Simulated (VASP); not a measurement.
A run of VASP 6.6.1 is set up as follows.

File INCAR:

```
SYSTEM = CO2
ALGO     = Normal         ! electronic algorithm
EDIFF    = 1E-6           ! SCF threshold, eV
ENCUT    = 520            ! plane-wave cutoff, eV
GGA      = PS             ! functional
ISIF     = 2              ! what is computed and relaxed
ISMEAR   = 0              ! smearing method
LASPH    = .True.         ! aspherical terms in the spheres
LCHARG   = .False.        ! write CHGCAR
LREAL    = .False.        ! projectors in reciprocal space
LWAVE    = .False.        ! write WAVECAR
NBANDS   = 44             ! bands
NELM     = 100            ! most SCF steps
PREC     = Accurate       ! precision mode
SIGMA    = 0.05           ! smearing width, eV
```

Contents of KPOINTS:

```
k-points
0
Gamma
  4 4 4
  0 0 0
```

File POSCAR:

```
CO2
1.0
    5.7999351339      0.0000000000      0.0000000000
    0.0000000000      5.7999351339      0.0000000000
    0.0000000000      0.0000000000      6.2349302689
C O
4 8
Direct
    0.0000000000      0.0000000000      0.0000000000
    0.5000000000      0.0000000000      0.5000000000
    0.5000000000      0.5000000000      0.0000000000
    0.0000000000      0.5000000000      0.5000000000
    0.1161576883      0.1161576883      0.1161576883
    0.3838423117      0.8838423117      0.6161576883
    0.6161576883      0.3838423117      0.8838423117
    0.8838423117      0.6161576883      0.3838423117
    0.8838423117      0.8838423117      0.8838423117
    0.6161576883      0.1161576883      0.3838423117
    0.3838423117      0.6161576883      0.1161576883
    0.1161576883      0.3838423117      0.6161576883
```

Potentials or basis: VASP PAW PBE potentials, release 64 (C, O).

Command:

```sh
$ cat potpaw_PBE.64/C/POTCAR potpaw_PBE.64/O/POTCAR > POTCAR
$ mpirun -np 1 vasp_std > vasp.out
```

Problem. Estimate the pressure.

Solution. -5.7 GPa.

Problem. Estimate the band gap on the k mesh.

Solution. 6.37 eV, direct.

Problem. Estimate the largest force.

Solution. 2.214 eV/Å.

Forces in eV/Å, atoms in the order of the input:
```
C    0.000  0.000  0.000
C    0.000  0.000  0.000
C    0.000  0.000  0.000
C    0.000  0.000  0.000
O   -1.247 -1.236 -1.350
O    1.247  1.236 -1.350
O   -1.247  1.236  1.350
O    1.247 -1.236  1.350
O    1.247  1.236  1.350
O   -1.247 -1.236  1.350
O    1.247 -1.236 -1.350
O   -1.247  1.236 -1.350
```

Caveat: the cell differs from its parent crystal (normal strain along x +0.0000, normal strain along z +0.0750); the PAW data sets were made with another functional, which shifts forces and pressure a little. A k mesh can miss the band edges.
